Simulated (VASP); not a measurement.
# BeS (F-43m) in VASP: a series of runs

The runs below take BeS through single point, relaxation of cell and atoms, with PBE.

Program: VASP 6.6.1. These are calculated values, not measurements. Logs are shortened: lines on timing, memory, paths and dates and some standing lists are left out, and cuts for length are marked.

## 1. The cell of the first run

It takes space group F-43m (No. 216, cubic). Conventional cell: a = 4.876 Å, b = 4.876 Å, c = 4.876 Å, α = 90.00°, β = 90.00°, γ = 90.00°. Within 2.8 Å of Be (site symmetry -43m) lie 4 S at 2.11 Å. S (site symmetry -43m) has 4 Be at 2.11 Å within 2.8 Å.

## 2. Single point, PBE

File INCAR:

```
PREC = Accurate
ENCUT = 520
EDIFF = 1E-7
ISMEAR = 0
SIGMA = 0.01
LREAL = Auto
LASPH = T
NELM = 100
ALGO = Normal
ISIF = 2
LWAVE = F
LCHARG = T
GGA = PE
LELF = T
LVHAR = T
NBANDS = 86
```

File KPOINTS:

```
Automatic mesh
0
Gamma
  2 2 2
  0.5 0.5 0.5
```

File POSCAR:

```
BeS
1.0
    4.8761188970      4.8761188970      4.8761188970
   -4.8761188970     -4.8761188970      4.8761188970
    4.8761188970     -4.8761188970     -4.8761188970
Be S
16 16
Direct
    0.7500000000      0.2500000000      0.0000000000
    0.0000000000      0.0000000000      0.0000000000
    0.7500000000      0.5000000000      0.7500000000
    0.0000000000      0.2500000000      0.7500000000
    0.2500000000      0.0000000000      0.7500000000
    0.2500000000      0.7500000000      0.0000000000
    0.5000000000      0.5000000000      0.0000000000
    0.7500000000      0.0000000000      0.2500000000
    0.7500000000      0.7500000000      0.5000000000
    0.0000000000      0.5000000000      0.5000000000
    0.2500000000      0.2500000000      0.5000000000
    0.5000000000      0.0000000000      0.5000000000
    0.5000000000      0.7500000000      0.7500000000
    0.0000000000      0.7500000000      0.2500000000
    0.2500000000      0.5000000000      0.2500000000
    0.5000000000      0.2500000000      0.2500000000
    0.7500000000      0.2500000000      0.7500000000
    0.0000000000      0.0000000000      0.7500000000
    0.7500000000      0.5000000000      0.5000000000
    0.0000000000      0.2500000000      0.5000000000
    0.2500000000      0.0000000000      0.5000000000
    0.2500000000      0.7500000000      0.7500000000
    0.5000000000      0.5000000000      0.7500000000
    0.7500000000      0.0000000000      0.0000000000
    0.7500000000      0.7500000000      0.2500000000
    0.0000000000      0.5000000000      0.2500000000
    0.2500000000      0.2500000000      0.2500000000
    0.5000000000      0.0000000000      0.2500000000
    0.5000000000      0.7500000000      0.5000000000
    0.0000000000      0.7500000000      0.0000000000
    0.2500000000      0.5000000000      0.0000000000
    0.5000000000      0.2500000000      0.0000000000
```

Potentials or basis: VASP PAW PBE potentials, release 64 (Be, S).

On the command line:

```bash
$ cat potpaw_PBE.64/Be/POTCAR potpaw_PBE.64/S/POTCAR > POTCAR
$ mpirun -np 1 vasp_std > vasp.out
```

OUTCAR:

```text
PREC = Accurate
   ENCUT = 520
   EDIFF = 1E-7
   ISMEAR = 0
   LREAL = Auto
   LASPH = T
   NELM = 100
   ISIF = 2
   GGA = PE

 ion  position               nearest neighbor table
   1  0.750  0.250  0.000-  17 2.11  24 2.11  26 2.11  32 2.11
   2  0.000  0.000  0.000-  18 2.11  24 2.11  27 2.11  30 2.11
   3  0.750  0.500  0.750-  17 2.11  19 2.11  23 2.11  30 2.11
   4  0.000  0.250  0.750-  17 2.11  18 2.11  20 2.11  31 2.11
   5  0.250  0.000  0.750-  18 2.11  21 2.11  22 2.11  32 2.11
   6  0.250  0.750  0.000-  22 2.11  28 2.11  30 2.11  31 2.11
[... 24 lines left out ...]
  31  0.250  0.500  0.000-   4 2.11   6 2.11   7 2.11  15 2.11
  32  0.500  0.250  0.000-   1 2.11   5 2.11   7 2.11  16 2.11

  LATTYP: Found a body centered cubic cell.
 ALAT       =     9.7522377940

  Lattice vectors:

 A1 = (   4.8761188970,   4.8761188970,   4.8761188970)
 A2 = (  -4.8761188970,  -4.8761188970,   4.8761188970)
 A3 = (   4.8761188970,  -4.8761188970,  -4.8761188970)

Analysis of symmetry for initial positions (statically):
=====================================================================
 Subroutine PRICEL returns following result:

  LATTYP: Found a face centered cubic cell.
 ALAT       =     4.8761188970

  Lattice vectors:

 A1 = (  -2.4380594485,  -2.4380594485,   0.0000000000)
 A2 = (  -2.4380594485,   0.0000000000,  -2.4380594485)
 A3 = (   0.0000000000,  -2.4380594485,  -2.4380594485)

  16 primitive cells build up your supercell.

 Routine SETGRP: Setting up the symmetry group for a
 body centered cubic supercell.

 Subroutine GETGRP returns: Found 24 space group operations
 (whereof 24 operations were pure point group operations)
 out of a pool of 48 trial point group operations.

The static configuration has the point symmetry T_d .

Analysis of symmetry for dynamics (positions and initial velocities):
=====================================================================
 Subroutine PRICEL returns following result:

  LATTYP: Found a face centered cubic cell.
 ALAT       =     4.8761188970

  Lattice vectors:

 A1 = (  -2.4380594485,  -2.4380594485,   0.0000000000)
 A2 = (  -2.4380594485,   0.0000000000,  -2.4380594485)
 A3 = (   0.0000000000,  -2.4380594485,  -2.4380594485)

  16 primitive cells build up your supercell.

 Routine SETGRP: Setting up the symmetry group for a
 body centered cubic supercell.

 Subroutine GETGRP returns: Found 24 space group operations
 (whereof 24 operations were pure point group operations)
 out of a pool of 48 trial point group operations.

The dynamic configuration has the point symmetry T_d .

 Subroutine INISYM returns: Found 24 space group operations
 (whereof 24 operations are pure point group operations),
 and found    16 'primitive' translations

----------------------------------------------------------------------------------------

                                     Primitive cell

  volume of cell :      28.9843

  direct lattice vectors                    reciprocal lattice vectors
    -2.438059448 -2.438059448  0.000000000    -0.205081135 -0.205081135  0.205081135
    -2.438059448  0.000000000 -2.438059448    -0.205081135  0.205081135 -0.205081135
     0.000000000 -2.438059448 -2.438059448     0.205081135 -0.205081135 -0.205081135

  length of vectors
     3.447936738  3.447936738  3.447936738     0.355210946  0.355210946  0.355210946

  position of ions in fractional coordinates (direct lattice)
     0.000000000  0.000000000  0.000000000
     0.250000000  0.250000000  0.250000000

  ion indices of the primitive-cell ions
   primitive index   ion index
                 1           1
                 2          17

----------------------------------------------------------------------------------------

 KPOINTS: Automatic mesh

Automatic generation of k-mesh.
 Grid dimensions read from file:
 generate k-points for:    2    2    2

 Generating k-lattice:

  Cartesian coordinates                     Fractional coordinates (reciprocal lattice)
     0.051270284  0.000000000  0.051270284     0.500000000  0.000000000  0.000000000
     0.000000000 -0.051270284  0.051270284     0.000000000  0.500000000  0.000000000
     0.051270284 -0.051270284  0.000000000     0.000000000  0.000000000  0.500000000

  Length of vectors
     0.072507131  0.072507131  0.072507131

  Shift w.r.t. Gamma in fractional coordinates (k-lattice)
     0.500000000  0.500000000  0.500000000

 Subroutine IBZKPT returns following result:
 ===========================================

 Found      2 irreducible k-points:

 Following reciprocal coordinates:
            Coordinates               Weight
  0.250000  0.250000  0.250000      2.000000
 -0.250000  0.250000  0.250000      6.000000
   k-points           NKPTS =      2   k-points in BZ     NKDIM =      2   number of bands    NBANDS=     86
   number of dos      NEDOS =    301   number of ions     NIONS =     32
   total plane-waves  NPLWV = 262144
   dimension x,y,z NGX =    64 NGY =   64 NGZ =   64
   dimension x,y,z NGXF=   128 NGYF=  128 NGZF=  128
   ions per type =              16  16
   NGX,Y,Z   is equivalent  to a cutoff of  12.60, 12.60, 12.60 a.u.
   NGXF,Y,Z  is equivalent  to a cutoff of  25.20, 25.20, 25.20 a.u.
 SYSTEM =  unknown system
   PREC   = accura    normal or accurate (medium, high low for compatibility)
   ISTART =      0    job   : 0-new  1-cont  2-samecut
   ICHARG =      2    charge: 1-file 2-atom 10-const
   ISPIN  =      1    spin polarized calculation?
   LNONCOLLINEAR =      F non collinear calculations
   LSORBIT =      F    spin-orbit coupling
   LASPH  =      T    aspherical Exc in radial PAW
   ENCUT  =  520.0 eV  38.22 Ry    6.18 a.u.  15.70 15.70 15.70*2*pi/ulx,y,z
   NELM   =    100;   NELMIN=  2; NELMDL= -5     # of ELM steps
   EDIFF  = 0.1E-06   stopping-criterion for ELM
   LREAL  =      T    real-space projection
   EDIFFG = 0.1E-05   stopping-criterion for IOM
   NSW    =      0    number of steps for IOM
   IBRION =     -1    ionic relax: 0-MD 1-quasi-New 2-CG
   NFREE  =      0    steps in history (QN), initial steepest desc. (CG)
   ISIF   =      2    stress and relaxation
   ISYM   =      2    0-nonsym 1-usesym 2-fastsym
   POTIM  = 0.5000    time-step for ionic-motion
   TEBEG  =    0.0;   TEEND  =   0.0 temperature during run
   PSTRESS=    0.0 pullay stress
   NELECT =     128.0000    total number of electrons
   NUPDOWN=      -1.0000    fix difference up-down
   EMIN   =  10.00;   EMAX   =-10.00  energy-range for DOS
   EFERMI =   0.00;   METHOD = LEGACY
   ISMEAR =     0;   SIGMA  =   0.01  broadening in eV -4-tet -1-fermi 0-gaus
   EFERMI_NEDOS =   21; number of points for ismear=-14 and -15
   IALGO  =     38    algorithm
   IMIX   =      4    mixing-type and parameters
     AMIX     =   0.40;   BMIX     =  1.00
     AMIX_MAG =   1.60;   BMIX_MAG =  1.00
  volume/ion in A,a.u.               =      14.49        97.80
  Fermi-wavevector in a.u.,A,eV,Ry     =   1.065902  2.014262 15.458214  1.136147
  Thomas-Fermi vector in A             =   2.201469
   LORBIT       =      0    0 simple, 1 ext, 2 COOP (PROOUT), +10 PAW based schemes
   GGA     = PE    functional components
   LHFCALC =     F    Hartree Fock is set to
   AEXX    =    0.0000 exact exchange contribution
   IVDW    =     0    specifies the selected vdW correction
   LEPSILON=     F    determine dielectric tensor
   LRPA    =     F    only Hartree local field effects (RPA)
 non-spin polarized calculation
 Gauss-broadening in eV      SIGMA  =   0.01
  energy-cutoff  :      520.00
  volume of cell :      463.75
 maximum number of plane-waves:     12532
 NGX is ok and might be reduce to    64
   NGX = 31   NGY = 31   NGZ = 31

 number of electron     127.9999994 magnetization

 Free energy of the ion-electron system (eV)
  ---------------------------------------------------
  ext. energy  EPLUGINS =         0.00000000
  ---------------------------------------------------
  free energy    TOTEN  =      -160.22746066 eV

  energy without entropy =     -160.22746066  energy(sigma->0) =     -160.22746066

 E-fermi :   3.4906     XC(G=0):  -9.6642

 val. band max:        3.4367003790   @ k =  -0.2500   0.2500   0.2500
 cond. band min:       7.5908640959   @ k =  -0.2500   0.2500   0.2500
 fundamental gap:      4.1541637169
 Fermi energy:         3.4906123729

 k-point     1 :       0.2500    0.2500    0.2500
  band No.  band energies     occupation
      1      -8.9257      2.00000
      2      -8.9257      2.00000
      3      -8.9257      2.00000
      4      -8.9257      2.00000
      5      -7.7793      2.00000
      6      -7.7793      2.00000
[... 68 lines left out ...]
     75       8.7599      0.00000
     76       8.7599      0.00000

 k-point     2 :      -0.2500    0.2500    0.2500
  band No.  band energies     occupation
      1      -9.3451      2.00000
      2      -8.5366      2.00000
      3      -8.5366      2.00000
      4      -8.5366      2.00000
      5      -8.5366      2.00000
      6      -8.0543      2.00000
[... 68 lines left out ...]
     75       9.9021      0.00000
     76       9.9021      0.00000
 [bands above 76 left out]

------------------------ aborting loop because EDIFF is reached ----------------------------------------

  FORCE on cell =-STRESS in cart. coord.  units (eV):
  Direction    XX          YY          ZZ          XY          YZ          ZX
  --------------------------------------------------------------------------------------
  -------------------------------------------------------------------------------------
  Total        0.0972550      0.0972550      0.0972550     -0.0000000      0.0000000      0.0000000
  in kB        0.3360002      0.3360002      0.3360002     -0.0000000      0.0000000      0.0000000
  external PRESSURE =       0.3360002 kB  Pullay stress =       0.0000000 kB

 VOLUME and BASIS-vectors are now :
 -----------------------------------------------------------------------------
  energy-cutoff  :      520.00
  volume of cell :      463.75
      direct lattice vectors                 reciprocal lattice vectors
     4.876118897  4.876118897  4.876118897     0.102540568  0.000000000  0.102540568
    -4.876118897 -4.876118897  4.876118897     0.000000000 -0.102540568  0.102540568
     4.876118897 -4.876118897 -4.876118897     0.102540568 -0.102540568  0.000000000

 POSITION                                       TOTAL-FORCE (eV/Angst)
 -----------------------------------------------------------------------------------
      2.43806      2.43806      4.87612        -0.000000      0.000000      0.000000
      0.00000      0.00000      0.00000        -0.000000      0.000000     -0.000000
      4.87612     -2.43806      2.43806        -0.000000     -0.000000     -0.000000
      2.43806     -4.87612     -2.43806         0.000000      0.000000     -0.000000
      4.87612     -2.43806     -2.43806        -0.000000      0.000000      0.000000
     -2.43806     -2.43806      4.87612        -0.000000     -0.000000     -0.000000
[... 24 lines left out ...]
     -1.21903     -1.21903      3.65709         0.000000     -0.000000      0.000000
      1.21903      1.21903      3.65709         0.000000     -0.000000      0.000000
 -----------------------------------------------------------------------------------
    total drift:                                0.000005     -0.000005      0.000005

  FREE ENERGIE OF THE ION-ELECTRON SYSTEM (eV)
  ---------------------------------------------------
  free  energy   TOTEN  =      -160.2274606602 eV

  energy  without entropy=     -160.2274606602  energy(sigma->0) =     -160.22746066
```

Run time: 1.8 min. Hardware: 1 thread of Intel Xeon 6975P-C (Granite Rapids), shared host; peak memory 0.54 GiB.

What came out:

| Item | Value |
| --- | --- |
| Free energy | -160.2275 eV |
| Pressure | 0.0 GPa |
| Band gap on the k mesh | 4.15 eV |

A k mesh can miss the band edges.

(Continued in part 2 of 2.)
